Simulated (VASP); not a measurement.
A run of VASP 6.6.1:

File INCAR:

```
PREC = Accurate
ENCUT = 840
EDIFF = 1E-6
ISMEAR = 0
SIGMA = 0.05
LREAL = F
LASPH = T
NELM = 120
ALGO = Normal
ISIF = 2
LWAVE = F
LCHARG = T
GGA = CA
LELF = T
LVHAR = T
NBANDS = 24
GGA_COMPAT = F
```

File KPOINTS:

```
regular mesh
0
Gamma
  6 6 6
```

File POSCAR:

```
MgO
1.0
    3.5473894753      0.0000000000      0.0000000000
   -1.7736947377      3.0192917963      0.0000000000
    0.0000000000      0.0000000000      4.1780412200
Mg O
2 2
Direct
    0.6666666667      0.3333333333      0.7500000000
    0.3333333333      0.6666666667      0.2500000000
    0.6666666667      0.3333333333      0.2500000000
    0.3333333333      0.6666666667      0.7500000000
```

Potentials or basis: VASP PAW LDA potentials, release 64 (Mg_sv, O).

Command:

```sh
$ cat potpaw_LDA.64/Mg_sv/POTCAR potpaw_LDA.64/O/POTCAR > POTCAR
$ mpirun -np 1 vasp_std > vasp.out
```

Hardware: 1 thread of AMD EPYC 7R43 64-Core Processor (Zen 3) (shared host).

Problem. Estimate the wall time of this run.

Solution. Wall time 78 s on 1 thread of AMD EPYC 7R43 64-Core Processor (Zen 3) (shared host), peak memory 0.2 GiB. Counts: scf iterations 13, k points 52.
